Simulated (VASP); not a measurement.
# Ti (Fm-3m) in VASP: a series of runs

Ti is run at these levels: LDA; tasks: single point.

Everything below comes from runs of VASP 6.6.1. Logs are shortened: lines on timing, memory, paths and dates and some standing lists are left out, and cuts for length are marked.

## Step 1: The cell of the first run

It takes space group Fm-3m (No. 225, cubic). Conventional cell: a = 4.054 Å, b = 4.054 Å, c = 4.054 Å, α = 90.00°, β = 90.00°, γ = 90.00°. Within 3.8 Å of Ti (site symmetry m-3m) lie 12 Ti at 2.87 Å.

## Step 2: Single point, LDA (functional lda, volume scaled by 0.96)

Input file INCAR:

```
PREC     = Accurate       # precision mode
ENCUT    = 520            # plane-wave cutoff, eV
EDIFF    = 1E-7           # SCF threshold, eV
ISMEAR   = -1             # smearing method
SIGMA    = 0.03           # smearing width, eV
LREAL    = F              # projectors in reciprocal space
LASPH    = T              # aspherical terms in the spheres
NELM     = 80             # most SCF steps
ALGO     = Normal         # electronic algorithm
ISIF     = 2              # what is computed and relaxed
LWAVE    = F              # write WAVECAR
LCHARG   = F              # write CHGCAR
NBANDS   = 12             # bands
```

Input file KPOINTS:

```
regular mesh
0
Gamma
  14 14 14
```

Input file POSCAR:

```
Ti
1.0
    0.0000000000      2.0268066138      2.0268066138
    2.0268066138      0.0000000000      2.0268066138
    2.0268066138      2.0268066138      0.0000000000
Ti
1
Direct
    0.0000000000      0.0000000000      0.0000000000
```

Potentials or basis: VASP PAW LDA potentials, release 64 (Ti_sv).

Launch:

```bash
cat potpaw_LDA.64/Ti_sv/POTCAR > POTCAR
mpirun -np 1 vasp_std > vasp.out
```

OUTCAR:

```text
PREC = Accurate
   ENCUT = 520
   EDIFF = 1E-7
   ISMEAR = -1
   LREAL = F
   LASPH = T
   NELM = 80
   ISIF = 2

 ion  position               nearest neighbor table
   1  0.000  0.000  0.000-

  LATTYP: Found a face centered cubic cell.
 ALAT       =     4.0536132276

  Lattice vectors:

 A1 = (   0.0000000000,   2.0268066138,   2.0268066138)
 A2 = (   2.0268066138,   0.0000000000,   2.0268066138)
 A3 = (   2.0268066138,   2.0268066138,   0.0000000000)

Analysis of symmetry for initial positions (statically):
[... 33 lines left out ...]
                                     Primitive cell

  volume of cell :      16.6520

  direct lattice vectors                    reciprocal lattice vectors
     0.000000000  2.026806614  2.026806614    -0.246693491  0.246693491  0.246693491
     2.026806614  0.000000000  2.026806614     0.246693491 -0.246693491  0.246693491
     2.026806614  2.026806614  0.000000000     0.246693491  0.246693491 -0.246693491

  length of vectors
     2.866337402  2.866337402  2.866337402     0.427285661  0.427285661  0.427285661

  position of ions in fractional coordinates (direct lattice)
     0.000000000  0.000000000  0.000000000

  ion indices of the primitive-cell ions
   primitive index   ion index
                 1           1

----------------------------------------------------------------------------------------

 KPOINTS: regular mesh

Automatic generation of k-mesh.
 Grid dimensions read from file:
 generate k-points for:   14   14   14

 Generating k-lattice:

  Cartesian coordinates                     Fractional coordinates (reciprocal lattice)
    -0.017620964  0.017620964  0.017620964     0.071428571  0.000000000  0.000000000
     0.017620964 -0.017620964  0.017620964     0.000000000  0.071428571  0.000000000
     0.017620964  0.017620964 -0.017620964     0.000000000  0.000000000  0.071428571

  Length of vectors
     0.030520404  0.030520404  0.030520404

  Shift w.r.t. Gamma in fractional coordinates (k-lattice)
     0.000000000  0.000000000  0.000000000

 Subroutine IBZKPT returns following result:
 ===========================================

 Found    104 irreducible k-points:

 Following reciprocal coordinates:
            Coordinates               Weight
  0.000000  0.000000  0.000000      1.000000
  0.071429  0.000000  0.000000      8.000000
  0.142857  0.000000  0.000000      8.000000
  0.214286  0.000000  0.000000      8.000000
  0.285714  0.000000  0.000000      8.000000
  0.357143  0.000000  0.000000      8.000000
[... 16 lines left out ...]
  0.214286  0.142857  0.000000     24.000000
  0.285714  0.142857  0.000000     24.000000
 [... further k-points ...]
   k-points           NKPTS =    104   k-points in BZ     NKDIM =    104   number of bands    NBANDS=     12
   number of dos      NEDOS =    301   number of ions     NIONS =      1
   total plane-waves  NPLWV =  13824
   dimension x,y,z NGX =    24 NGY =   24 NGZ =   24
   dimension x,y,z NGXF=    48 NGYF=   48 NGZF=   48
   ions per type =               1
   NGX,Y,Z   is equivalent  to a cutoff of  13.92, 13.92, 13.92 a.u.
   NGXF,Y,Z  is equivalent  to a cutoff of  27.84, 27.84, 27.84 a.u.
 SYSTEM =  unknown system
   PREC   = accura    normal or accurate (medium, high low for compatibility)
   ISTART =      0    job   : 0-new  1-cont  2-samecut
   ICHARG =      2    charge: 1-file 2-atom 10-const
   ISPIN  =      1    spin polarized calculation?
   LNONCOLLINEAR =      F non collinear calculations
   LSORBIT =      F    spin-orbit coupling
   LASPH  =      T    aspherical Exc in radial PAW
   ENCUT  =  520.0 eV  38.22 Ry    6.18 a.u.   5.33  5.33  5.33*2*pi/ulx,y,z
   NELM   =     80;   NELMIN=  2; NELMDL= -5     # of ELM steps
   EDIFF  = 0.1E-06   stopping-criterion for ELM
   LREAL  =      F    real-space projection
   EDIFFG = 0.1E-05   stopping-criterion for IOM
   NSW    =      0    number of steps for IOM
   IBRION =     -1    ionic relax: 0-MD 1-quasi-New 2-CG
   NFREE  =      0    steps in history (QN), initial steepest desc. (CG)
   ISIF   =      2    stress and relaxation
   ISYM   =      2    0-nonsym 1-usesym 2-fastsym
   POTIM  = 0.5000    time-step for ionic-motion
   TEBEG  =    0.0;   TEEND  =   0.0 temperature during run
   PSTRESS=    0.0 pullay stress
   NELECT =      12.0000    total number of electrons
   NUPDOWN=      -1.0000    fix difference up-down
   EMIN   =  10.00;   EMAX   =-10.00  energy-range for DOS
   EFERMI =   0.00;   METHOD = LEGACY
   ISMEAR =    -1;   SIGMA  =   0.03  broadening in eV -4-tet -1-fermi 0-gaus
   EFERMI_NEDOS =   21; number of points for ismear=-14 and -15
   IALGO  =     38    algorithm
   IMIX   =      4    mixing-type and parameters
     AMIX     =   0.40;   BMIX     =  1.00
     AMIX_MAG =   1.60;   BMIX_MAG =  1.00
  volume/ion in A,a.u.               =      16.65       112.37
  Fermi-wavevector in a.u.,A,eV,Ry     =   1.467730  2.773608 29.310110  2.154232
  Thomas-Fermi vector in A             =   2.583313
   LORBIT       =      0    0 simple, 1 ext, 2 COOP (PROOUT), +10 PAW based schemes
   GGA     = CA    functional components
   LHFCALC =     F    Hartree Fock is set to
   AEXX    =    0.0000 exact exchange contribution
   IVDW    =     0    specifies the selected vdW correction
   LEPSILON=     F    determine dielectric tensor
   LRPA    =     F    only Hartree local field effects (RPA)
 non-spin polarized calculation
  energy-cutoff  :      520.00
  volume of cell :       16.65
 maximum number of plane-waves:       464
 NGX is ok and might be reduce to    24
   NGX = 11   NGY = 11   NGZ = 11

 number of electron      12.0000001 magnetization

 Free energy of the ion-electron system (eV)
  ---------------------------------------------------
  ext. energy  EPLUGINS =         0.00000000
  ---------------------------------------------------
  free energy    TOTEN  =        -8.49081397 eV

  energy without entropy =       -8.48492376  energy(sigma->0) =       -8.48786887

 E-fermi :   8.4270     XC(G=0): -11.9877

 val. band max:        8.4180734917   @ k =  -0.3571   0.3571   0.1429
 cond. band min:       8.4272636839   @ k =   0.5000   0.2857   0.1429
 fundamental gap:      0.0091901922
 Fermi energy:         8.4269581552

 k-point     1 :       0.0000    0.0000    0.0000
  band No.  band energies     occupation
      1     -47.5170      2.00000
      2     -23.6923      2.00000
      3     -23.6923      2.00000
      4     -23.6923      2.00000
      5       2.3252      2.00000
      6       9.3044      0.00000
      7       9.3044      0.00000
      8       9.3044      0.00000
      9      11.0067      0.00000
     10      11.0067      0.00000
     11      24.0164      0.00000
     12      28.6170      0.00000

 k-point     2 :       0.0714    0.0000    0.0000
  band No.  band energies     occupation
      1     -47.5095      2.00000
      2     -23.7330      2.00000
      3     -23.6973      2.00000
      4     -23.6973      2.00000
      5       2.4972      2.00000
      6       9.1985      0.00000
      7       9.3671      0.00000
      8       9.3671      0.00000
      9      10.9662      0.00000
     10      10.9662      0.00000
     11      24.1675      0.00000
     12      27.3917      0.00000

 k-point     3 :       0.1429    0.0000    0.0000
  band No.  band energies     occupation
      1     -47.4885      2.00000
      2     -23.8463      2.00000
      3     -23.7114      2.00000
      4     -23.7114      2.00000
      5       2.9916      2.00000
      6       8.9293      0.00000
      7       9.5105      0.00000
      8       9.5105      0.00000
      9      10.8996      0.00000
     10      10.8996      0.00000
     11      24.2721      0.00000
     12      25.5615      0.00000

 k-point     4 :       0.2143    0.0000    0.0000
  band No.  band energies     occupation
      1     -47.4580      2.00000
      2     -24.0076      2.00000
      3     -23.7316      2.00000
      4     -23.7316      2.00000
      5       3.7378      2.00000
      6       8.6195      0.00326
      7       9.5919      0.00000
      8       9.5919      0.00000
      9      10.9671      0.00000
     10      10.9671      0.00000
     11      22.8505      0.00000
     12      25.0092      0.00000

 k-point     5 :       0.2857    0.0000    0.0000
  band No.  band energies     occupation
      1     -47.4239      2.00000
      2     -24.1835      2.00000
      3     -23.7540      2.00000
      4     -23.7540      2.00000
      5       4.5901      2.00000
      6       8.4364      0.84336
      7       9.5069      0.00000
      8       9.5069      0.00000
      9      11.2740      0.00000
     10      11.2740      0.00000
     11      20.8947      0.00000
     12      24.5663      0.00000
[... 228 lines left out ...]
      1     -47.4975      2.00000
      2     -23.7892      2.00000
      3     -23.7205      2.00000
      4     -23.6989      2.00000
      5       2.7767      2.00000
      6       9.0243      0.00000
      7       9.4619      0.00000
      8       9.4747      0.00000
      9      10.7970      0.00000
     10      11.0286      0.00000
     11      24.3560      0.00000
     12      26.3451      0.00000

 k-point    22 :       0.1429    0.1429    0.0000
  band No.  band energies     occupation
      1     -47.4791      2.00000
      2     -23.8420      2.00000
      3     -23.7449      2.00000
      4     -23.7449      2.00000
      5       3.2067      2.00000
      6       8.6752      0.00051
      7       9.7176      0.00000
      8       9.7176      0.00000
      9      10.3881      0.00000
     10      11.2062      0.00000
     11      24.7802      0.00000
     12      26.2444      0.00000

 k-point    23 :       0.2143    0.1429    0.0000
  band No.  band energies     occupation
      1     -47.4563      2.00000
      2     -23.9463      2.00000
      3     -23.7709      2.00000
      4     -23.7647      2.00000
      5       3.7564      2.00000
      6       8.3838      1.61676
      7       9.7679      0.00000
      8       9.9098      0.00000
      9      10.3204      0.00000
     10      11.3174      0.00000
     11      24.4466      0.00000
     12      25.2607      0.00000

 k-point    24 :       0.2857    0.1429    0.0000
  band No.  band energies     occupation
      1     -47.4265      2.00000
      2     -24.0895      2.00000
      3     -23.7964      2.00000
      4     -23.7887      2.00000
      5       4.5095      2.00000
      6       8.1225      1.99992
      7       9.4431      0.00000
      8       9.9786      0.00000
      9      10.7786      0.00000
     10      11.5429      0.00000
     11      22.5125      0.00000
     12      24.9768      0.00000

 [... further k-points ...]
[... 5 lines left out ...]
  --------------------------------------------------------------------------------------
  -------------------------------------------------------------------------------------
  Total       -0.4739180     -0.4739180     -0.4739180      0.0000000      0.0000000      0.0000000
  in kB      -45.5981078    -45.5981078    -45.5981078      0.0000000      0.0000000      0.0000000
  external PRESSURE =     -45.5981078 kB  Pullay stress =       0.0000000 kB

 VOLUME and BASIS-vectors are now :
 -----------------------------------------------------------------------------
  energy-cutoff  :      520.00
  volume of cell :       16.65
      direct lattice vectors                 reciprocal lattice vectors
     0.000000000  2.026806614  2.026806614    -0.246693491  0.246693491  0.246693491
     2.026806614  0.000000000  2.026806614     0.246693491 -0.246693491  0.246693491
     2.026806614  2.026806614  0.000000000     0.246693491  0.246693491 -0.246693491

 POSITION                                       TOTAL-FORCE (eV/Angst)
 -----------------------------------------------------------------------------------
      0.00000      0.00000      0.00000         0.000000      0.000000      0.000000
 -----------------------------------------------------------------------------------
    total drift:                                0.000000     -0.000000     -0.000000

  FREE ENERGIE OF THE ION-ELECTRON SYSTEM (eV)
  ---------------------------------------------------
  free  energy   TOTEN  =        -8.4908139662 eV

  energy  without entropy=       -8.4849237648  energy(sigma->0) =       -8.48786887
```

Run time: 12 s. Hardware: 1 thread of Intel Xeon Platinum 8488C (Sapphire Rapids), shared host; peak memory 0.14 GiB.

Results:

```yaml
Free_energy: -8.4908 eV
Pressure: -4.6 GPa
Band_gap_on_the_k_mesh: zero (band 6 reaches 9.30 eV, above the bottom of band 7 at 7.99 eV)
```

Levels at points of the mesh, in eV from the Fermi level:
```tsv
k point	band 4	band 5	band 6	band 7	band 8	band 9
(0.00, 0.00, 0.00)	-32.12	-6.10	0.88	0.88	0.88	2.58
(0.50, 0.00, 0.00)	-32.22	-2.67	0.74	0.74	0.86	3.75
(0.50, 0.50, 0.00)	-32.40	-2.72	-1.84	3.12	3.72	4.06
```

Caveat: the cell differs from its parent crystal (functional lda, volume scaled by 0.96).

## Step 3: Single point, LDA

This run uses another cell than the first one, of 17.35 Å³/atom, 1.042 times its volume.

Input file INCAR:

```
SYSTEM = Ti
PREC     = Accurate       ! precision mode
ENCUT    = 520            ! plane-wave cutoff, eV
EDIFF    = 1E-7           ! SCF threshold, eV
ISMEAR   = -1             ! smearing method
SIGMA    = 0.03           ! smearing width, eV
LREAL    = .False.        ! projectors in reciprocal space
LASPH    = .True.         ! aspherical terms in the spheres
NELM     = 60             ! most SCF steps
ALGO     = Normal         ! electronic algorithm
ISIF     = 2              ! what is computed and relaxed
LWAVE    = .False.        ! write WAVECAR
LCHARG   = .False.        ! write CHGCAR
NBANDS   = 12             ! bands
```

Input file KPOINTS:

```
regular mesh
0
Gamma
  14 14 14
  0 0 0
```

Input file POSCAR:

```
Ti
1.0
    0.0000000000      2.0545745385      2.0545745385
    2.0545745385      0.0000000000      2.0545745385
    2.0545745385      2.0545745385      0.0000000000
Ti
1
Direct
    0.0000000000      0.0000000000      0.0000000000
```

Potentials or basis: VASP PAW LDA potentials, release 64 (Ti_sv).

Launch:

```bash
cat potpaw_LDA.64/Ti_sv/POTCAR > POTCAR
mpirun -np 1 vasp_std > vasp.out
```

Run time: 12 s. Hardware: 1 thread of Intel Xeon Platinum 8488C (Sapphire Rapids), shared host; peak memory 0.13 GiB.

The run converged. Its results:

| Property | Result |
| --- | --- |
| Free energy | -8.4624 eV |
| Pressure | -8.6 GPa |
| Band gap on the k mesh | zero (band 6 reaches 8.84 eV, above the bottom of band 7 at 7.58 eV) |

Levels at points of the mesh, in eV from the Fermi level:
| k point | band 4 | band 5 | band 6 | band 7 | band 8 | band 9 |
| --- | --- | --- | --- | --- | --- | --- |
| (0.00, 0.00, 0.00) | -32.24 | -6.01 | 0.85 | 0.85 | 0.85 | 2.46 |
| (0.50, 0.00, 0.00) | -32.33 | -2.58 | 0.72 | 0.72 | 0.75 | 3.56 |
| (0.50, 0.50, 0.00) | -32.48 | -2.58 | -1.72 | 2.93 | 3.53 | 3.85 |
